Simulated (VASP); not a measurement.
Write the native input for VASP 6.6.1 that does the following.

* Task: single point
* Functional: PBEsol
* Potentials or basis: VASP PAW PBE potentials, release 64 (Sr_sv, Ti_sv, O)
* Cutoff: 520 eV
* k mesh: 8 × 8 × 8
* Occupations: gaussian, width 0.05 eV
* Spin: no spin polarisation
* Dipole correction: no
* Further INCAR settings: ALGO = Normal; EDIFF = 1e-07; NBANDS = 28

The structure of SrTiO3 lies in POSCAR:

```
SrTiO3
1.0
    3.8913815400      0.0000000000      0.0000000000
    0.0000000000      3.8913815400      0.0000000000
    0.0000000000      0.0000000000      3.8913815400
Sr Ti O
1 1 3
Direct
   -0.0061624723      0.0000000000      0.0000000000
    0.5370168837      0.5000000000      0.5000000000
   -0.0252423986      0.5000000000      0.5000000000
    0.4741209383      0.0000000000      0.5000000000
    0.4741209383      0.5000000000      0.0000000000
```

This cell differs from its parent crystal: atoms displaced along several vibrational modes.

One way to write it, as run:

INCAR

```
SYSTEM = SrTiO3
PREC = Accurate ; ENCUT = 520
EDIFF = 1E-7 ; ISMEAR = 0
SIGMA = 0.05 ; LREAL = .False.
LASPH = .True. ; NELM = 60
ALGO = Normal ; ISIF = 2
LWAVE = .False. ; LCHARG = .False.
GGA = PS ; NBANDS = 28
```

KPOINTS

```
Automatic mesh
0
Gamma
  8 8 8
  0 0 0
```

Potentials or basis: VASP PAW PBE potentials, release 64 (Sr_sv, Ti_sv, O).

Command:

```sh
$ cat potpaw_PBE.64/Sr_sv/POTCAR potpaw_PBE.64/Ti_sv/POTCAR potpaw_PBE.64/O/POTCAR > POTCAR
$ mpirun -np 1 vasp_std > vasp.out
```

It gave:

```
Pressure               : 5.0 GPa
Largest force          : 3.110 eV/Å
Band gap on the k mesh : 1.91 eV (least direct gap 2.60 eV)
```

Caveat: the cell differs from its parent crystal (atoms displaced along several vibrational modes); the stress differs along the axes, from 1 to 13 GPa; the PAW data sets were made with another functional, which shifts forces and pressure a little.

Run time: 3 min on 1 thread of Intel(R) Xeon(R) 6975P-C (Granite Rapids), with other jobs on the host, peak memory 0.25 GiB.
